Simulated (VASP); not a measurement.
# SnTe (F-43m) in VASP: settings compared

Aim: see how the results for SnTe move with the level of theory and the settings. Levels: PBE0, HSE06, LDA. Tasks: single point.

All numbers are computed with VASP 6.6.1; they aren't measurements. Logs are shortened: lines on timing, memory, paths and dates and some standing lists are left out, and cuts for length are marked.

## Step 1: The cell of the first run

Symmetry: F-43m, No. 216, cubic system. The conventional cell has a = 7.222 Å, b = 7.222 Å, c = 7.222 Å, α = 90.00°, β = 90.00°, γ = 90.00°. Te (site symmetry -43m) has 4 Sn at 3.13 Å within 4.1 Å. Sn (site symmetry -43m) has 4 Te at 3.13 Å within 4.1 Å.

## Step 2: Single point, PBE0, non-collinear spin, zero start, spin-orbit coupling

Input file POSCAR:

```
SnTe
1.0
    0.0000000000      3.6111460000      3.6111460000
    3.6111460000      0.0000000000      3.6111460000
    3.6111460000      3.6111460000      0.0000000000
Te Sn
1 1
Direct
    0.2500000000      0.2500000000      0.2500000000
    0.0000000000      0.0000000000      0.0000000000
```

Input file INCAR.step1:

```
ALGO = Normal
EDIFF = 1E-5
ENCUT = 520
GGA = PE
GGA_COMPAT = False
ISIF = 2
ISMEAR = -1
LASPH = True
LORBIT = 11
LORBMOM = True
LREAL = False
LSORBIT = True
LWAVE = True
MAGMOM = 0 0 0 0 0 0
NBANDS = 32
NELM = 150
PREC = Accurate
SIGMA = 0.05
```

Input file INCAR.step2:

```
AEXX = 0.25
ALGO = Normal
EDIFF = 1E-7
ENCUT = 520
GGA = PE
GGA_COMPAT = False
ISIF = 2
ISMEAR = -1
ISTART = 1
LASPH = True
LCHARG = True
LHFCALC = True
LORBIT = 11
LORBMOM = True
LREAL = False
LSORBIT = True
LVHAR = True
LWAVE = False
MAGMOM = 0 0 0 0 0 0
NBANDS = 32
NELM = 150
PREC = Accurate
PRECFOCK = Normal
SIGMA = 0.05
```

Input file KPOINTS:

```
k-points
0
Gamma
  3 3 3
```

Potentials or basis: VASP PAW PBE potentials, release 64 (Te, Sn_d).

Launch:

```sh
> cat potpaw_PBE.64/Te/POTCAR potpaw_PBE.64/Sn_d/POTCAR > POTCAR
> cp INCAR.step1 INCAR
> mpirun -np 1 vasp_ncl > vasp.out
> cp INCAR.step2 INCAR
> mpirun -np 1 vasp_ncl > vasp.out
```

OUTCAR:

```text
AEXX = 0.25
   EDIFF = 1E-7
   ENCUT = 520
   GGA = PE
   ISIF = 2
   ISMEAR = -1
   ISTART = 1
   LASPH = True
   LHFCALC = True
   LORBIT = 11
   LREAL = False
   LSORBIT = True
   NELM = 150
   PREC = Accurate
   PRECFOCK = Normal

 ion  position               nearest neighbor table
   1  0.250  0.250  0.250-   2 3.13   2 3.13   2 3.13   2 3.13
   2  0.000  0.000  0.000-   1 3.13   1 3.13   1 3.13   1 3.13

  LATTYP: Found a face centered cubic cell.
 ALAT       =     7.2222920000

  Lattice vectors:

 A1 = (   0.0000000000,   3.6111460000,   3.6111460000)
 A2 = (   3.6111460000,   0.0000000000,   3.6111460000)
 A3 = (   3.6111460000,   3.6111460000,   0.0000000000)

Analysis of symmetry for initial positions (statically):
=====================================================================
 Subroutine PRICEL returns:
 Original cell was already a primitive cell.

 Routine SETGRP: Setting up the symmetry group for a
 face centered cubic supercell.

 Subroutine GETGRP returns: Found 24 space group operations
 (whereof 24 operations were pure point group operations)
 out of a pool of 48 trial point group operations.

The static configuration has the point symmetry T_d .

Analysis of symmetry for dynamics (positions and initial velocities):
=====================================================================
 Subroutine PRICEL returns:
 Original cell was already a primitive cell.

 Routine SETGRP: Setting up the symmetry group for a
 face centered cubic supercell.

 Subroutine GETGRP returns: Found 24 space group operations
 (whereof 24 operations were pure point group operations)
 out of a pool of 48 trial point group operations.

The dynamic configuration has the point symmetry T_d .

Analysis of structural, dynamic, and magnetic symmetry:
=====================================================================
 Subroutine PRICEL returns:
 Original cell was already a primitive cell.

 Routine SETGRP: Setting up the symmetry group for a
 face centered cubic supercell.

 Subroutine GETGRP returns: Found 24 space group operations
 (whereof 24 operations were pure point group operations)
 out of a pool of 48 trial point group operations.

The overall configuration has the point symmetry T_d .

 Subroutine INISYM returns: Found 24 space group operations
 (whereof 24 operations are pure point group operations),
 and found     1 'primitive' translations

----------------------------------------------------------------------------------------

                                     Primitive cell

  volume of cell :      94.1814

  direct lattice vectors                    reciprocal lattice vectors
     0.000000000  3.611146000  3.611146000    -0.138460201  0.138460201  0.138460201
     3.611146000  0.000000000  3.611146000     0.138460201 -0.138460201  0.138460201
     3.611146000  3.611146000  0.000000000     0.138460201  0.138460201 -0.138460201

  length of vectors
     5.106931649  5.106931649  5.106931649     0.239820102  0.239820102  0.239820102

  position of ions in fractional coordinates (direct lattice)
     0.250000000  0.250000000  0.250000000
     0.000000000  0.000000000  0.000000000

  ion indices of the primitive-cell ions
   primitive index   ion index
                 1           1
                 2           2

----------------------------------------------------------------------------------------

 KPOINTS: k-points

Automatic generation of k-mesh.
 Grid dimensions read from file:
 generate k-points for:    3    3    3

 Generating k-lattice:

  Cartesian coordinates                     Fractional coordinates (reciprocal lattice)
    -0.046153400  0.046153400  0.046153400     0.333333333  0.000000000  0.000000000
     0.046153400 -0.046153400  0.046153400     0.000000000  0.333333333  0.000000000
     0.046153400  0.046153400 -0.046153400     0.000000000  0.000000000  0.333333333

  Length of vectors
     0.079940034  0.079940034  0.079940034

  Shift w.r.t. Gamma in fractional coordinates (k-lattice)
     0.000000000  0.000000000  0.000000000

 Subroutine IBZKPT returns following result:
 ===========================================

 Found      5 irreducible k-points:

 Following reciprocal coordinates:
            Coordinates               Weight
  0.000000  0.000000  0.000000      1.000000
  0.333333  0.000000  0.000000      4.000000
 -0.333333  0.000000  0.000000      4.000000
  0.333333  0.333333  0.000000      6.000000
 -0.333333  0.333333  0.000000     12.000000
   k-points           NKPTS =      5   k-points in BZ     NKDIM =     27   number of bands    NBANDS=     32
   number of dos      NEDOS =    301   number of ions     NIONS =      2
[... 35 lines left out ...]
     AMIX     =   0.40;   BMIX     =  1.00
     AMIX_MAG =   1.60;   BMIX_MAG =  1.00
  volume/ion in A,a.u.               =      47.09       317.78
  Fermi-wavevector in a.u.,A,eV,Ry     =   0.976704  1.845704 12.979296  0.953951
  Thomas-Fermi vector in A             =   2.107344
   LORBIT       =     11    0 simple, 1 ext, 2 COOP (PROOUT), +10 PAW based schemes
   GGA     = PE    functional components
   LHFCALC =     T    Hartree Fock is set to
   PRECFOCK=normal    Normal, Fast or Accurate (Low or Medium for compatibility)
   ENCUT4O =  -1.0   cutoff for four orbital integrals eV
   NKREDX  =     1    reduce k-point grid by
   NKREDY  =     1    reduce k-point grid by
   NKREDZ  =     1    reduce k-point grid by
   AEXX    =    0.2500 exact exchange contribution
   HFSCREEN=    0.0000 screening length (either q_TF or 0.3 A-1)
   HFSCREENC=   0.0000 screening length for correlation (either q_TF or 0.3 A-1)
   ENCUTFOCK=  -1.0 apply spherical cutoff to Coloumb kernel
   IVDW    =     0    specifies the selected vdW correction
   LEPSILON=     F    determine dielectric tensor
   LRPA    =     F    only Hartree local field effects (RPA)
  energy-cutoff  :      520.00
  volume of cell :       94.18
 maximum number of plane-waves:      5274
 NGX is ok and might be reduce to    40
  NGX = 30; NGY = 30; NGZ = 30

 number of electron      19.9999999 magnetization      -0.0000000      0.0000000     -0.0000000

 number of electron      19.9999999 magnetization       0.0000000      0.0000000      0.0000000

 Free energy of the ion-electron system (eV)
  ---------------------------------------------------
  ext. energy  EPLUGINS =         0.00000000
  ---------------------------------------------------
  free energy    TOTEN  =        -9.75395374 eV

  energy without entropy =       -9.75395370  energy(sigma->0) =       -9.75395372

 E-fermi :   2.9667     XC(G=0):  -5.9475

 val. band max:        2.1364941599   @ k =  -0.3333   0.3333   0.0000
 cond. band min:       3.7966093484   @ k =   0.3333   0.3333   0.0000
 fundamental gap:      1.6601151885
 Fermi energy:         2.9666736886

 k-point     1 :       0.0000    0.0000    0.0000
  band No.  band energies     occupation
      1     -22.2043      1.00000
      2     -22.2043      1.00000
      3     -22.2043      1.00000
      4     -22.2043      1.00000
      5     -21.1448      1.00000
      6     -21.1448      1.00000
[... 164 lines left out ...]
     31      11.3026      0.00000
     32      11.3204      0.00000

------------------------ aborting loop because EDIFF is reached ----------------------------------------

  FORCE on cell =-STRESS in cart. coord.  units (eV):
  Direction    XX          YY          ZZ          XY          YZ          ZX
  --------------------------------------------------------------------------------------
  -------------------------------------------------------------------------------------
  Total       -0.9616801     -0.9616801     -0.9616801      0.0000000      0.0000000     -0.0000000
  in kB      -16.3597275    -16.3597275    -16.3597275      0.0000000      0.0000000     -0.0000000
  external PRESSURE =     -16.3597275 kB  Pullay stress =       0.0000000 kB

 VOLUME and BASIS-vectors are now :
 -----------------------------------------------------------------------------
  energy-cutoff  :      520.00
  volume of cell :       94.18
      direct lattice vectors                 reciprocal lattice vectors
     0.000000000  3.611146000  3.611146000    -0.138460201  0.138460201  0.138460201
     3.611146000  0.000000000  3.611146000     0.138460201 -0.138460201  0.138460201
     3.611146000  3.611146000  0.000000000     0.138460201  0.138460201 -0.138460201

 POSITION                                       TOTAL-FORCE (eV/Angst)
 -----------------------------------------------------------------------------------
      1.80557      1.80557      1.80557         0.000000      0.000000      0.000000
      0.00000      0.00000      0.00000        -0.000000     -0.000000     -0.000000
 -----------------------------------------------------------------------------------
    total drift:                               -0.000001     -0.000001      0.000000

  FREE ENERGIE OF THE ION-ELECTRON SYSTEM (eV)
  ---------------------------------------------------
  free  energy   TOTEN  =        -9.7539537445 eV

  energy  without entropy=       -9.7539536961  energy(sigma->0) =       -9.75395372

 orbital moment (x)

 # of ion     p       d       tot
 ----------------------------------------
  1         0.000  -0.000  -0.000
  2         0.000   0.000   0.000
 ----------------------------------------
            0.000  -0.000   0.000

 orbital moment (y)

 # of ion     p       d       tot
 ----------------------------------------
  1        -0.000  -0.000  -0.000
  2         0.000   0.000   0.000
 ----------------------------------------
            0.000  -0.000   0.000

 orbital moment (z)

 # of ion     p       d       tot
 ----------------------------------------
  1        -0.000  -0.000  -0.000
  2         0.000   0.000   0.000
 ----------------------------------------
            0.000  -0.000   0.000

 Spin-Orbit-Coupling matrix elements

 Ion:    1  E_soc:     -0.2094368
 l=   1
     0.0000000    -0.0349033    -0.0349033
    -0.0349033     0.0000000    -0.0349034
    -0.0349033    -0.0349034     0.0000000
 l=   2
     0.0000000     0.0000083     0.0000000     0.0000083    -0.0000111
     0.0000083     0.0000000    -0.0000083     0.0000083    -0.0000028
     0.0000000    -0.0000083     0.0000000    -0.0000083     0.0000000
     0.0000083     0.0000083    -0.0000083     0.0000000    -0.0000028
    -0.0000111    -0.0000028     0.0000000    -0.0000028     0.0000000
 l=   3
     0.0000000     0.0000000     0.0000000     0.0000000     0.0000000     0.0000000     0.0000000
     0.0000000     0.0000000     0.0000000     0.0000000     0.0000000     0.0000000     0.0000000
     0.0000000     0.0000000     0.0000000     0.0000000     0.0000000     0.0000000     0.0000000
     0.0000000     0.0000000     0.0000000     0.0000000     0.0000000     0.0000000     0.0000000
     0.0000000     0.0000000     0.0000000     0.0000000     0.0000000     0.0000000     0.0000000
     0.0000000     0.0000000     0.0000000     0.0000000     0.0000000     0.0000000     0.0000000
     0.0000000     0.0000000     0.0000000     0.0000000     0.0000000     0.0000000     0.0000000

 Ion:    2  E_soc:     -0.0931673
 l=   1
     0.0000000    -0.0097345    -0.0097345
    -0.0097345     0.0000000    -0.0097345
    -0.0097345    -0.0097345     0.0000000
 l=   2
     0.0000000    -0.0011782     0.0000000    -0.0011782    -0.0046152
    -0.0011782     0.0000000    -0.0034614    -0.0011782    -0.0011538
     0.0000000    -0.0034614     0.0000000    -0.0034614     0.0000000
    -0.0011782    -0.0011782    -0.0034614     0.0000000    -0.0011538
    -0.0046152    -0.0011538     0.0000000    -0.0011538     0.0000000
 l=   3
     0.0000000     0.0000000     0.0000000     0.0000000     0.0000000     0.0000000     0.0000000
     0.0000000     0.0000000     0.0000000     0.0000000     0.0000000     0.0000000     0.0000000
     0.0000000     0.0000000     0.0000000     0.0000000     0.0000000     0.0000000     0.0000000
     0.0000000     0.0000000     0.0000000     0.0000000     0.0000000     0.0000000     0.0000000
     0.0000000     0.0000000     0.0000000     0.0000000     0.0000000     0.0000000     0.0000000
     0.0000000     0.0000000     0.0000000     0.0000000     0.0000000     0.0000000     0.0000000
     0.0000000     0.0000000     0.0000000     0.0000000     0.0000000     0.0000000     0.0000000

 total charge

# of ion       s       p       d       tot
------------------------------------------
    1        1.348   2.086   0.017   3.451
    2        1.441   0.667   9.964  12.072
--------------------------------------------------
tot          2.789   2.753   9.980  15.523

 magnetization (x)

# of ion       s       p       d       tot
------------------------------------------
    1        0.000   0.000   0.000   0.000
    2        0.000   0.000  -0.000   0.000
--------------------------------------------------
tot          0.000   0.000   0.000   0.000

 magnetization (y)

# of ion       s       p       d       tot
------------------------------------------
    1        0.000   0.000   0.000   0.000
    2        0.000   0.000  -0.000   0.000
--------------------------------------------------
tot          0.000   0.000   0.000   0.000

 magnetization (z)

# of ion       s       p       d       tot
------------------------------------------
    1        0.000   0.000   0.000   0.000
    2        0.000   0.000  -0.000   0.000
--------------------------------------------------
tot          0.000   0.000  -0.000   0.000
```

Run time: 49 min. Hardware: 1 thread of Intel Xeon Platinum 8259CL at 2.50GHz (Skylake/Cascade Lake), shared host; peak memory 0.52 GiB.

Results:

* Free energy: -9.7540 eV
* Pressure: -1.6 GPa
* Net moment: 0.00 μB per cell
* Valence electrons inside the program's atomic spheres: Te 3.45; Sn 12.07

Moments on the atoms (μB; x, y, z):
```
Te  0.00 0.00 0.00
Sn  0.00 0.00 0.00
```

Caveat: the k points lie up to 0.50 Å⁻¹ apart; the PAW data sets were made with another functional, which shifts forces and pressure a little.

[end of part 1 of 2]
